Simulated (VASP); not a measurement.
Set up this calculation in VASP 6.6.1, as the native input.

```yaml
Task: relaxation of cell and atoms
Functional: PBE
Potentials_or_basis: VASP PAW PBE potentials, release 64 (Hg, Te)
Cutoff: 600 eV
k_mesh: 12 × 12 × 12
Occupations: gaussian, width 0.1 eV
Spin: no spin polarisation
Dipole_correction: no
Further_INCAR_settings: ALGO = Normal; EDIFF = 1e-07; IBRION = 2; EDIFFG = -0.005; NSW = 70; ISIF = 3
```

The structure of HgTe lies in POSCAR:

```
HgTe
1.0
    0.0000000000      3.0198426119      3.0198426119
    3.0198426119      0.0000000000      3.0198426119
    3.0198426119      3.0198426119      0.0000000000
Hg Te
1 1
Direct
    0.0000000000      0.0000000000      0.0000000000
    0.5000000000      0.5000000000      0.5000000000
```

The input as run:

INCAR

```
PREC = Accurate
ENCUT = 600
EDIFF = 1E-7
ISMEAR = 0
SIGMA = 0.1
LREAL = F
LASPH = T
NELM = 80
ALGO = Normal
ISIF = 3
LWAVE = F
LCHARG = F
GGA = PE
IBRION = 2
NSW = 70
EDIFFG = -0.005
```

KPOINTS

```
Automatic mesh
0
Gamma
  12 12 12
```

Potentials or basis: VASP PAW PBE potentials, release 64 (Hg, Te).

The run is started by

```sh
$ cat potpaw_PBE.64/Hg/POTCAR potpaw_PBE.64/Te/POTCAR > POTCAR
$ mpirun -np 1 vasp_std > vasp.out
```

It gave:

```yaml
Relaxed_volume: 29.05 Å³/atom
Relaxed_cell: a = 4.348 Å, b = 4.348 Å, c = 4.348 Å, α = 60.00°, β = 60.00°, γ = 60.00°
Space_group_after_relaxing_to_0.05_Å: Fm-3m (No. 225)
Energy_gained_by_relaxing: 12.9 meV/atom
Ionic_steps: 3
Pressure_after_relaxing: 0.0 GPa
Band_gap_on_the_k_mesh: zero (band 9 reaches 4.38 eV, above the bottom of band 10 at 1.96 eV)
```

Caveat: spin-orbit coupling is left out, which moves the levels of the heavy elements.

Run time: 94 s on 1 thread of Intel(R) Xeon(R) Platinum 8488C (Sapphire Rapids), on a shared host, peak memory 0.26 GiB.
